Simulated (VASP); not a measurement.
Cd, 2 atoms in the cell. Symmetry: P6_3/mmc, No. 194, hexagonal system. Conventional cell: a = 2.645 Å, b = 2.645 Å, c = 4.269 Å, α = 90.00°, β = 90.00°, γ = 120.00°. Within 3.5 Å of Cd (site symmetry -6m2) lie 12 Cd at 2.62 to 2.64 Å. 

- Program: VASP 6.6.1
- Task: single point
- Functional: LDA
- Potentials or basis: VASP PAW LDA potentials, release 64 (Cd)
- Cutoff: 520 eV
- k mesh: 16 × 16 × 9
- Occupations: fermi-dirac, width 0.1 eV
- Spin: no spin polarisation
- Dipole correction: no
- Further INCAR settings: ALGO = Normal; EDIFF = 1e-06; NBANDS = 19

Potentials or basis: VASP PAW LDA potentials, release 64 (Cd).

Command:

```sh
$ cat potpaw_LDA.64/Cd/POTCAR > POTCAR
$ mpirun -np 1 vasp_std > vasp.out
```

Hardware: 1 thread of Intel(R) Xeon(R) 6975P-C (Granite Rapids), with other jobs on the host.

Problem. Estimate the wall time of this run.

Solution. It took 19 s on 1 thread of Intel(R) Xeon(R) 6975P-C (Granite Rapids), with other jobs on the host, peak memory 0.16 GiB. Counts: scf iterations 11, k points 150.
